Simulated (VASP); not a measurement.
**KI: single point with PBEsol**

Crystal: KI.

```
CELL_PARAMETERS angstrom
4.83658 0.00000 0.00000
-2.41829 4.18860 0.00000
0.00000 0.00000 8.51803
ATOMIC_POSITIONS crystal
K 0.00000 0.00000 0.00000
K 0.00000 0.00000 0.50000
I 0.33333 0.66667 0.25000
I 0.66667 0.33333 0.75000
```

```
Program             : VASP 6.6.1
Task                : single point
Functional          : PBEsol
Potentials or basis : VASP PAW PBE potentials, release 64 (K_sv, I)
Cutoff              : 500 eV
k mesh              : 6 × 6 × 4
Occupations         : fermi-dirac, width 0.02 eV
Spin                : no spin polarisation
```

```json
{"Pressure": "0.0 GPa", "Band gap on the k mesh": "3.77 eV"}
```

Levels at points of the mesh, in eV from the valence-band top:
| k point | band 14 | band 15 | band 16 | band 17 | band 18 | band 19 |
| --- | --- | --- | --- | --- | --- | --- |
| (0.00, 0.00, 0.00) | -0.22 | 0.00 | 0.00 | 3.77 | 5.43 | 5.55 |
| (0.50, 0.00, 0.00) | -0.66 | -0.40 | -0.37 | 4.93 | 5.68 | 5.72 |
| (0.00, 0.00, 0.50) | -0.16 | -0.16 | -0.16 | 4.90 | 4.90 | 6.24 |
| (0.50, 0.00, 0.50) | -0.57 | -0.38 | -0.38 | 5.50 | 5.50 | 5.56 |

Wall time 120 s on 1 thread of Oxide Virtual Turin-like Processor, with other jobs on the host, peak memory 0.26 GiB.

Caveat: the PAW data sets were made with another functional, which shifts forces and pressure a little; spin-orbit coupling is left out, which moves the levels of the heavy elements. A k mesh can miss the band edges.
